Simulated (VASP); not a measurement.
Set up this calculation in VASP 6.6.1, as the native input.

```yaml
Task: single point
Functional: PBEsol
Potentials_or_basis: VASP PAW PBE potentials, release 64 (Sn_d, Te)
Cutoff: 520 eV
k_mesh: 6 × 6 × 6
Occupations: gaussian, width 0.01 eV
Spin: no spin polarisation
Dipole_correction: no
Further_INCAR_settings: ALGO = Normal; EDIFF = 1e-06; NBANDS = 17
```

The structure of SnTe lies in POSCAR:

```
SnTe
1.0
    0.0000000000      3.6111460000      3.6111460000
    3.6111460000      0.0000000000      3.6111460000
    3.6111460000      3.6111460000      0.0000000000
Sn Te
1 1
Direct
    0.0000000000      0.0000000000      0.0000000000
    0.7500000000      0.7500000000      0.7500000000
```

The input as run:

INCAR

```
PREC = Accurate
ENCUT = 520
EDIFF = 1E-6
ISMEAR = 0
SIGMA = 0.01
LREAL = False
LASPH = True
NELM = 60
ALGO = Normal
ISIF = 2
LWAVE = False
LCHARG = False
GGA = PS
NBANDS = 17
```

KPOINTS

```
Automatic mesh
0
Gamma
  6 6 6
```

Potentials or basis: VASP PAW PBE potentials, release 64 (Sn_d, Te).

Run with:

```console
$ cat potpaw_PBE.64/Sn_d/POTCAR potpaw_PBE.64/Te/POTCAR > POTCAR
$ mpirun -np 1 vasp_std > vasp.out
```

Results of the run:

The pressure is -1.4 GPa and the band gap on the k mesh is 0.23 eV, indirect (least direct gap 0.76 eV).

Caveat: the PAW data sets were made with another functional, which shifts forces and pressure a little; spin-orbit coupling is left out, which moves the levels of the heavy elements.

Run time: 12 s on 1 thread of Intel(R) Xeon(R) Platinum 8559C (Emerald Rapids), on a shared host, peak memory 0.24 GiB.
